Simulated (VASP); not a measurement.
Wanted: the native input for a VASP 6.6.1 run.

| Quantity | Value |
| --- | --- |
| Task | single point |
| Functional | HSE06 |
| Potentials or basis | VASP PAW PBE potentials, release 64 (Sn_d, O) |
| Cutoff | 520 eV |
| k mesh | 4 × 2 × 4 |
| Occupations | gaussian, width 0.01 eV |
| Spin | no spin polarisation |
| Dipole correction | no |
| Grid for exact exchange (PRECFOCK) | Normal |
| Further INCAR settings | ALGO = Normal; EDIFF = 1e-06; NBANDS = 28 |
| Share of exact exchange | 0.25 |
| Screening parameter | 0.2079 1/Å |

SnO:

```
Sn O
1.0
     3.30311    0.00000    0.00000
     0.00000    5.75771    0.00000
     0.00000    0.00000    4.00081
Sn O
2 2
Cartesian
  0.0000 1.3211 2.0695
  1.6516 4.4366 0.0691
  0.0000 5.1447 2.9315
  1.6516 0.6130 0.9311
```

The input as run:

POSCAR

```
SnO
1.0
    3.3031148417      0.0000000000      0.0000000000
    0.0000000000      5.7577050573      0.0000000000
    0.0000000000      0.0000000000      4.0008070726
Sn O
2 2
Direct
    0.0000000000      0.2294420242      0.5172649377
    0.5000000000      0.7705579758      0.0172649377
    0.0000000000      0.8935339404      0.7327360623
    0.5000000000      0.1064660596      0.2327360623
```

INCAR.step1

```
ALGO = Normal ; EDIFF = 1E-5
ENCUT = 520 ; GGA = PE
ISIF = 2 ; ISMEAR = 0
LASPH = T ; LCHARG = F
LREAL = F ; LWAVE = T
NBANDS = 28 ; NELM = 60
PREC = Accurate ; SIGMA = 0.01
```

INCAR.step2

```
ALGO = Normal ; EDIFF = 1E-6
ENCUT = 520 ; GGA = PE
HFSCREEN = 0.2079 ; ISIF = 2
ISMEAR = 0 ; ISTART = 1
LASPH = T ; LCHARG = F
LHFCALC = T ; LREAL = F
LWAVE = F ; NBANDS = 28
NELM = 60 ; PREC = Accurate
PRECFOCK = Normal ; SIGMA = 0.01
```

KPOINTS

```
k-points
0
Gamma
  4 2 4
```

Potentials or basis: VASP PAW PBE potentials, release 64 (Sn_d, O).

The run is started by

```console
$ cat potpaw_PBE.64/Sn_d/POTCAR potpaw_PBE.64/O/POTCAR > POTCAR
$ cp INCAR.step1 INCAR
$ mpirun -np 1 vasp_std > vasp.out
$ cp INCAR.step2 INCAR
$ mpirun -np 1 vasp_std > vasp.out
```

Results of the run:

```yaml
Pressure: 0.8 GPa
Largest_force: 0.039 eV/Å
Band_gap_on_the_k_mesh: 2.64 eV (least direct gap 3.46 eV)
```

Caveat: the k points lie up to 0.55 Å⁻¹ apart; the PAW data sets were made with another functional, which shifts forces and pressure a little; spin-orbit coupling is left out, which moves the levels of the heavy elements.

Wall time 42 min on 1 thread of Oxide Virtual Turin-like Processor (shared host), peak memory 0.31 GiB.
